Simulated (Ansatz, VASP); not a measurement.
# SnO in VASP and in Ansatz

```
Sn O
1.0
     4.06153    0.00000    0.00000
     0.00000    4.06153    0.00000
     0.00000    0.00000    3.93259
Sn O
2 2
Direct
  0.00000 0.50000 0.25326
  0.50000 0.00000 0.74674
  0.00000 0.00000 0.00000
  0.50000 0.50000 0.00000
```

Alike in both runs: task single point; functional PBEsol; dispersion D3(BJ); k mesh 14 × 14 × 12; occupations gaussian, width 0.15 eV; no spin polarisation.

|  | VASP | Ansatz |
| --- | --- | --- |
| version | VASP 6.6.1 | Ansatz 0.2.0 |
| potentials or method | VASP PAW PBE potentials, release 64 (Sn_d, O), cutoff 600 eV | scalar-relativistic, plane waves, PAW |
| valence electrons in the cell | 40 | 40 |

Ansatz gave:

```
gap on the k mesh at the Fermi level (eV)                     : 0.58
least direct gap on the mesh (eV)                             : 1.00
pressure (GPa)                                                : -3.2
traceless stress, the component that is largest in VASP (GPa) : 7.65
rms of the force components (eV/Å)                            : 0.099
```

Task: Estimate VASP's values.

Result: gap on the k mesh at the Fermi level (eV): 0.58; least direct gap on the mesh (eV): 0.99; pressure (GPa): -3.0; traceless stress, the component that is largest in VASP (GPa): 7.53; rms of the force components (eV/Å): 0.126.

VASP's potentials were made for PBE, not for PBEsol. Atom by atom the forces differ by 0.026 eV/Å (rms over components).
